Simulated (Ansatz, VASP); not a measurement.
## Tl: VASP beside Ansatz

```
CELL_PARAMETERS angstrom
3.45600 0.00000 0.00000
-1.72800 2.99298 0.00000
0.00000 0.00000 5.52500
ATOMIC_POSITIONS crystal
Tl 0.33333 0.66667 0.25000
Tl 0.66667 0.33333 0.75000
```

Alike in both runs: task single point; functional PBE; dispersion D3(BJ); k mesh 6 × 6 × 4; occupations gaussian, width 0.1 eV; no spin polarisation.

|  | VASP | Ansatz |
| --- | --- | --- |
| version | VASP 6.6.1 | Ansatz 0.2.0 |
| potentials or method | VASP PAW PBE potentials, release 64 (Tl_d), cutoff 500 eV | scalar-relativistic, plane waves, PAW |
| valence electrons in the cell | 26 | 26 |

|  | VASP | Ansatz | Ansatz less VASP |
| --- | --- | --- | --- |
| gap on the k mesh at the Fermi level (eV) | none | none | - |
| pressure (GPa) | 1.1 | 1.1 | +0.06 |
| traceless stress, the component that is largest in VASP (GPa) | 1.75 | 1.74 | -0.012 |

A gap of «none» marks a metal or a gap that the smearing closes.

Neither program's run includes spin-orbit coupling.
